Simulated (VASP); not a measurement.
# GaCo (Pm-3m) in VASP: notebook

The runs below take GaCo through single point, with revPBE+U, RPBE+D3(BJ)+U, PBEsol+U, r2SCAN+U.

Everything below comes from runs of VASP 6.6.1. Logs are shortened: lines on timing, memory, paths and dates and some standing lists are left out, and cuts for length are marked.

### 1 The cell of the first run

It takes space group Pm-3m (No. 221, cubic). The conventional cell has a = 3.036 Å, b = 3.036 Å, c = 3.036 Å, α = 90.00°, β = 90.00°, γ = 90.00°. Within 3.5 Å of Ga (site symmetry m-3m) lie 8 Co at 2.63 Å and 6 Ga at 3.04 Å. Within 3.5 Å of Co (site symmetry m-3m) lie 8 Ga at 2.63 Å and 6 Co at 3.04 Å.

### 2 Single point, revPBE+U, collinear spin, ferromagnetic start

INCAR reads:

```
SYSTEM = GaCo
ALGO     = Normal         ! electronic algorithm
EDIFF    = 1E-6           ! SCF threshold, eV
ENCUT    = 520            ! plane-wave cutoff, eV
GGA      = RE             ! functional
ISIF     = 2              ! what is computed and relaxed
ISMEAR   = 1              ! smearing method
ISPIN    = 2              ! spin polarisation
LASPH    = .True.         ! aspherical terms in the spheres
LCHARG   = .False.        ! write CHGCAR
LDAU     = .True.         ! DFT+U
LDAUJ    = 0 0          
LDAUL    = -1 2           ! shell
LDAUPRINT= 1            
LDAUTYPE = 2            
LDAUU    = 0 3.5          ! U, eV
LMAXMIX  = 4              ! l up to which the mixer works
LORBIT   = 11             ! projections on sites
LREAL    = .False.        ! projectors in reciprocal space
LWAVE    = .False.        ! write WAVECAR
MAGMOM   = 0 0.43         ! initial moments
NBANDS   = 22             ! bands
NELM     = 150            ! most SCF steps
PREC     = Accurate       ! precision mode
SIGMA    = 0.2            ! smearing width, eV
```

KPOINTS reads:

```
k-points
0
Gamma
  9 9 9
  0 0 0
```

POSCAR reads:

```
GaCo
1.0
    3.0363309570      0.0000000000      0.0000000000
    0.0000000000      3.0363309570      0.0000000000
    0.0000000000      0.0000000000      3.0363309570
Ga Co
1 1
Direct
    0.5000000000      0.5000000000      0.5000000000
    0.0000000000      0.0000000000      0.0000000000
```

Potentials or basis: VASP PAW PBE potentials, release 64 (Ga_d, Co).

Started as:

```sh
$ cat potpaw_PBE.64/Ga_d/POTCAR potpaw_PBE.64/Co/POTCAR > POTCAR
$ mpirun -np 1 vasp_std > vasp.out
```

OUTCAR:

```text
SYSTEM = GaCo
   EDIFF = 1E-6
   ENCUT = 520
   GGA = RE
   ISIF = 2
   ISMEAR = 1
   ISPIN = 2
   LASPH = .True.
   LORBIT = 11
   LREAL = .False.
   NELM = 150
   PREC = Accurate

 ion  position               nearest neighbor table
   1  0.500  0.500  0.500-   2 2.63   2 2.63   2 2.63   2 2.63   2 2.63   2 2.63   2 2.63   2 2.63

   2  0.000  0.000  0.000-   1 2.63   1 2.63   1 2.63   1 2.63   1 2.63   1 2.63   1 2.63   1 2.63

  LATTYP: Found a simple cubic cell.
 ALAT       =     3.0363309570

  Lattice vectors:

 A1 = (   3.0363309570,   0.0000000000,   0.0000000000)
 A2 = (   0.0000000000,   3.0363309570,   0.0000000000)
 A3 = (   0.0000000000,   0.0000000000,   3.0363309570)

Analysis of symmetry for initial positions (statically):
=====================================================================
 Subroutine PRICEL returns:
 Original cell was already a primitive cell.

 Routine SETGRP: Setting up the symmetry group for a
 simple cubic supercell.

 Subroutine GETGRP returns: Found 48 space group operations
 (whereof 48 operations were pure point group operations)
 out of a pool of 48 trial point group operations.

The static configuration has the point symmetry O_h .

Analysis of symmetry for dynamics (positions and initial velocities):
=====================================================================
 Subroutine PRICEL returns:
 Original cell was already a primitive cell.

 Routine SETGRP: Setting up the symmetry group for a
 simple cubic supercell.

 Subroutine GETGRP returns: Found 48 space group operations
 (whereof 48 operations were pure point group operations)
 out of a pool of 48 trial point group operations.

The dynamic configuration has the point symmetry O_h .

Analysis of structural, dynamic, and magnetic symmetry:
=====================================================================
 Subroutine PRICEL returns:
 Original cell was already a primitive cell.

 Routine SETGRP: Setting up the symmetry group for a
 simple cubic supercell.

 Subroutine GETGRP returns: Found 48 space group operations
 (whereof 48 operations were pure point group operations)
 out of a pool of 48 trial point group operations.

The overall configuration has the point symmetry O_h .

 Subroutine INISYM returns: Found 48 space group operations
 (whereof 48 operations are pure point group operations),
 and found     1 'primitive' translations

----------------------------------------------------------------------------------------

                                     Primitive cell

  volume of cell :      27.9929

  direct lattice vectors                    reciprocal lattice vectors
     3.036330957  0.000000000  0.000000000     0.329344862  0.000000000  0.000000000
     0.000000000  3.036330957  0.000000000     0.000000000  0.329344862  0.000000000
     0.000000000  0.000000000  3.036330957     0.000000000  0.000000000  0.329344862

  length of vectors
     3.036330957  3.036330957  3.036330957     0.329344862  0.329344862  0.329344862

  position of ions in fractional coordinates (direct lattice)
     0.500000000  0.500000000  0.500000000
     0.000000000  0.000000000  0.000000000

  ion indices of the primitive-cell ions
   primitive index   ion index
                 1           1
                 2           2

----------------------------------------------------------------------------------------

 KPOINTS: k-points

Automatic generation of k-mesh.
[... 65 lines left out ...]
   NELM   =    150;   NELMIN=  2; NELMDL= -5     # of ELM steps
   EDIFF  = 0.1E-05   stopping-criterion for ELM
   LREAL  =      F    real-space projection
   EDIFFG = 0.1E-04   stopping-criterion for IOM
   NSW    =      0    number of steps for IOM
   IBRION =     -1    ionic relax: 0-MD 1-quasi-New 2-CG
   NFREE  =      0    steps in history (QN), initial steepest desc. (CG)
   ISIF   =      2    stress and relaxation
   ISYM   =      2    0-nonsym 1-usesym 2-fastsym
   POTIM  = 0.5000    time-step for ionic-motion
   TEBEG  =    0.0;   TEEND  =   0.0 temperature during run
   PSTRESS=    0.0 pullay stress
   NELECT =      22.0000    total number of electrons
   NUPDOWN=      -1.0000    fix difference up-down
   EMIN   =  10.00;   EMAX   =-10.00  energy-range for DOS
   EFERMI =   0.00;   METHOD = LEGACY
   ISMEAR =     1;   SIGMA  =   0.20  broadening in eV -4-tet -1-fermi 0-gaus
   EFERMI_NEDOS =   21; number of points for ismear=-14 and -15
   IALGO  =     38    algorithm
   IMIX   =      4    mixing-type and parameters
     AMIX     =   0.40;   BMIX     =  1.00
     AMIX_MAG =   1.60;   BMIX_MAG =  1.00
  volume/ion in A,a.u.               =      14.00        94.45
  Fermi-wavevector in a.u.,A,eV,Ry     =   1.510776  2.854952 31.054519  2.282443
  Thomas-Fermi vector in A             =   2.620921
   LORBIT       =     11    0 simple, 1 ext, 2 COOP (PROOUT), +10 PAW based schemes
 LDA+U is selected, type is set to LDAUTYPE =  2
   angular momentum for each species LDAUL =    -1    2
   U (eV)           for each species LDAUU =   0.0  3.5
   J (eV)           for each species LDAUJ =   0.0  0.0
   GGA     = RE    functional components
   LHFCALC =     F    Hartree Fock is set to
   AEXX    =    0.0000 exact exchange contribution
   IVDW    =     0    specifies the selected vdW correction
   LEPSILON=     F    determine dielectric tensor
   LRPA    =     F    only Hartree local field effects (RPA)
 spin polarized calculation
 Methfessel and Paxton  Order N= 1 SIGMA  =   0.20
  energy-cutoff  :      520.00
  volume of cell :       27.99
 maximum number of plane-waves:       768
 NGX is ok and might be reduce to    24
   NGX = 11   NGY = 11   NGZ = 11

atom =   2  type =  2  l = 2

 onsite density matrix

spin component  1

  0.8854  0.0000 -0.0000 -0.0000  0.0000
  0.0000  0.8854  0.0000 -0.0000 -0.0000
 -0.0000  0.0000  0.9332  0.0000 -0.0000
 -0.0000 -0.0000  0.0000  0.8854  0.0000
  0.0000 -0.0000 -0.0000  0.0000  0.9332

spin component  2

  0.8572  0.0000 -0.0000 -0.0000  0.0000
  0.0000  0.8572  0.0000 -0.0000  0.0000
 -0.0000  0.0000  0.1611  0.0000 -0.0000
 -0.0000 -0.0000  0.0000  0.8572 -0.0000
  0.0000  0.0000 -0.0000 -0.0000  0.1611

 occupancies and eigenvectors

  o =  0.1611  v =  0.0000  0.0000  0.0000  0.0000  0.0000  0.0000  0.0000  0.0066 -0.0000  1.0000      0.0000  0.0000  0.0000  0.0000  0.0000  0.0000  0.0000  0.0000  0.0000  0.0000
  o =  0.1611  v =  0.0000  0.0000  0.0000  0.0000  0.0000  0.0000 -0.0000  1.0000 -0.0000 -0.0066      0.0000  0.0000  0.0000  0.0000  0.0000  0.0000  0.0000  0.0000  0.0000  0.0000
  o =  0.8572  v =  0.0000  0.0000  0.0000  0.0000  0.0000  0.0000 -0.7233 -0.0000  0.6906  0.0000      0.0000  0.0000  0.0000  0.0000  0.0000  0.0000  0.0000  0.0000  0.0000  0.0000
  o =  0.8572  v =  0.0000  0.0000  0.0000  0.0000  0.0000  1.0000  0.0000  0.0000  0.0000  0.0000      0.0000  0.0000  0.0000  0.0000  0.0000  0.0000  0.0000  0.0000  0.0000  0.0000
  o =  0.8572  v =  0.0000  0.0000  0.0000  0.0000  0.0000  0.0000 -0.6906 -0.0000 -0.7233 -0.0000      0.0000  0.0000  0.0000  0.0000  0.0000  0.0000  0.0000  0.0000  0.0000  0.0000
  o =  0.8854  v =  1.0000  0.0000  0.0000  0.0000  0.0000  0.0000  0.0000  0.0000  0.0000  0.0000      0.0000  0.0000  0.0000  0.0000  0.0000  0.0000  0.0000  0.0000  0.0000  0.0000
  o =  0.8854  v =  0.0000  0.5166  0.0000 -0.8562 -0.0000  0.0000  0.0000  0.0000  0.0000  0.0000      0.0000  0.0000  0.0000  0.0000  0.0000  0.0000  0.0000  0.0000  0.0000  0.0000
  o =  0.8854  v =  0.0000 -0.8562 -0.0000 -0.5166 -0.0000  0.0000  0.0000  0.0000  0.0000  0.0000      0.0000  0.0000  0.0000  0.0000  0.0000  0.0000  0.0000  0.0000  0.0000  0.0000
  o =  0.9332  v =  0.0000  0.0000 -0.9996 -0.0000  0.0297  0.0000  0.0000  0.0000  0.0000  0.0000      0.0000  0.0000  0.0000  0.0000  0.0000  0.0000  0.0000  0.0000  0.0000  0.0000
  o =  0.9332  v =  0.0000 -0.0000 -0.0297  0.0000 -0.9996  0.0000  0.0000  0.0000  0.0000  0.0000      0.0000  0.0000  0.0000  0.0000  0.0000  0.0000  0.0000  0.0000  0.0000  0.0000

 number of electron      22.0000022 magnetization       1.4808164

 Free energy of the ion-electron system (eV)
  ---------------------------------------------------
  ext. energy  EPLUGINS =         0.00000000
  ---------------------------------------------------
  free energy    TOTEN  =        -6.80906400 eV

  energy without entropy =       -6.81192671  energy(sigma->0) =       -6.81001824

 E-fermi :   8.2864     XC(G=0): -12.1542

 val. band max:        8.2762288204   @ k =   0.3333   0.2222   0.0000
 cond. band min:       8.3719748770   @ k =   0.3333   0.2222   0.1111
 fundamental gap:      0.0957460565
 Fermi energy:         8.2863991120

 spin component 1

 k-point     1 :       0.0000    0.0000    0.0000
  band No.  band energies     occupation
      1      -6.8975      1.00000
      2      -6.8975      1.00000
      3      -6.6769      1.00000
      4      -6.6769      1.00000
      5      -6.6769      1.00000
      6      -2.8640      1.00000
[... 1193 lines left out ...]
     21      28.9882      0.00000
     22      30.7429      0.00000

 [... further k-points ...]

------------------------ aborting loop because EDIFF is reached ----------------------------------------

  FORCE on cell =-STRESS in cart. coord.  units (eV):
  Direction    XX          YY          ZZ          XY          YZ          ZX
  --------------------------------------------------------------------------------------
  -------------------------------------------------------------------------------------
  Total       -0.3196967     -0.3196967     -0.3196967     -0.0000000     -0.0000000      0.0000000
  in kB      -18.2979094    -18.2979094    -18.2979094     -0.0000000     -0.0000000      0.0000000
  external PRESSURE =     -18.2979094 kB  Pullay stress =       0.0000000 kB

 VOLUME and BASIS-vectors are now :
 -----------------------------------------------------------------------------
  energy-cutoff  :      520.00
  volume of cell :       27.99
      direct lattice vectors                 reciprocal lattice vectors
     3.036330957  0.000000000  0.000000000     0.329344862  0.000000000  0.000000000
     0.000000000  3.036330957  0.000000000     0.000000000  0.329344862  0.000000000
     0.000000000  0.000000000  3.036330957     0.000000000  0.000000000  0.329344862

 POSITION                                       TOTAL-FORCE (eV/Angst)
 -----------------------------------------------------------------------------------
      1.51817      1.51817      1.51817         0.000000      0.000000      0.000000
      0.00000      0.00000      0.00000         0.000000      0.000000      0.000000
 -----------------------------------------------------------------------------------
    total drift:                                0.000000      0.000000     -0.000000

  FREE ENERGIE OF THE ION-ELECTRON SYSTEM (eV)
  ---------------------------------------------------
  free  energy   TOTEN  =        -6.8090640005 eV

  energy  without entropy=       -6.8119267097  energy(sigma->0) =       -6.81001824

 total charge

# of ion       s       p       d       tot
------------------------------------------
    1        0.862   0.763  10.000  11.625
    2        0.368   0.371   7.390   8.128
--------------------------------------------------
tot          1.230   1.133  17.390  19.753

 magnetization (x)

# of ion       s       p       d       tot
------------------------------------------
    1       -0.014  -0.051  -0.016  -0.081
    2        0.003  -0.009   1.628   1.622
--------------------------------------------------
tot         -0.011  -0.060   1.612   1.541
```

Wall time 22 s (1 thread of Intel Xeon 6975P-C (Granite Rapids), shared host); peak memory 0.17 GiB.

Results:

- Free energy: -6.8091 eV
- Pressure: -1.8 GPa
- Net moment: 1.48 μB per cell
- Site moments: Ga -0.08; Co +1.62 μB
- Valence electrons inside the program's atomic spheres: Ga 11.62; Co 8.13

Levels at points of the mesh, in eV from the Fermi level:
Spin up:
| k point | band 9 | band 10 | band 11 | band 12 | band 13 | band 14 | band 15 | band 16 |
| --- | --- | --- | --- | --- | --- | --- | --- | --- |
| (0.00, 0.00, 0.00) | -2.67 | -2.67 | -2.67 | 4.37 | 4.37 | 4.37 | 8.99 | 8.99 |
Spin down:
```csv
k point,band 7,band 8,band 9,band 10,band 11,band 12,band 13,band 14
"(0.00, 0.00, 0.00)",-1.64,-1.64,-1.64,-0.19,-0.19,4.28,4.28,4.28
```

Eigenvalues of the final occupation matrices:
```tsv
site	spin	trace	eigenvalues
site 2 d	1	4.52	0.89 0.89 0.89 0.93 0.93
site 2 d	2	2.89	0.16 0.16 0.86 0.86 0.86
```

Caveat: the PAW data sets were made with another functional, which shifts forces and pressure a little; the U is typed as a test and isn't derived for this compound. The state reached can hang on the start; a lower one may exist.

[end of part 1 of 2]
